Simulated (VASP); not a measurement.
Write the native input for VASP 6.6.1 that does the following.

```
Task                   : single point
Functional             : PBE
Potentials or basis    : VASP PAW PBE potentials, release 64 (Si, C)
Cutoff                 : 520 eV
k mesh                 : 10 × 10 × 3
Occupations            : gaussian, width 0.05 eV
Spin                   : no spin polarisation
Dipole correction      : no
Further INCAR settings : ALGO = Normal; EDIFF = 1e-06; NBANDS = 26
```

The structure of SiC lies in POSCAR:

```
SiC
1.0
   -3.0941201809      0.0000000000      0.0000000000
   -1.5470600905     -2.6795866790      0.0000000000
    0.0000000000      0.0000000000     16.1293391998
Si C
4 4
Direct
    0.6666666667      0.6666666667      0.0590604156
    0.3333333333      0.3333333333      0.3730639552
    1.0000000000      1.0000000000      0.5301004971
    1.0000000000      1.0000000000      0.2160969575
    0.6666666667      0.6666666667      0.5689790899
    0.3333333333      0.3333333333      0.2549755503
    0.0000000000      0.0000000000      0.4123794730
    0.0000000000      0.0000000000      0.0983759334
```

One way to write it, as run:

INCAR

```
PREC = Accurate
ENCUT = 520
EDIFF = 1E-6
ISMEAR = 0
SIGMA = 0.05
LREAL = F
LASPH = T
NELM = 60
ALGO = Normal
ISIF = 2
LWAVE = F
LCHARG = T
GGA = PE
LELF = T
LVHAR = T
NBANDS = 26
```

KPOINTS

```
Automatic mesh
0
Gamma
  10 10 3
```

Potentials or basis: VASP PAW PBE potentials, release 64 (Si, C).

Command:

```bash
$ cat potpaw_PBE.64/Si/POTCAR potpaw_PBE.64/C/POTCAR > POTCAR
$ mpirun -np 1 vasp_std > vasp.out
```

It gave:

```
Pressure               : -0.2 GPa
Largest force          : 2.906 eV/Å
Band gap on the k mesh : zero (band 16 reaches 3.60 eV, above the bottom of band 17 at 3.48 eV)
```

Caveat: forces of over 1 eV/Å act on the atoms, so gaps and moduli don't describe the material at rest.

It took 88 s on 1 thread of Intel(R) Xeon(R) 6975P-C (Granite Rapids) (shared host), peak memory 0.28 GiB.
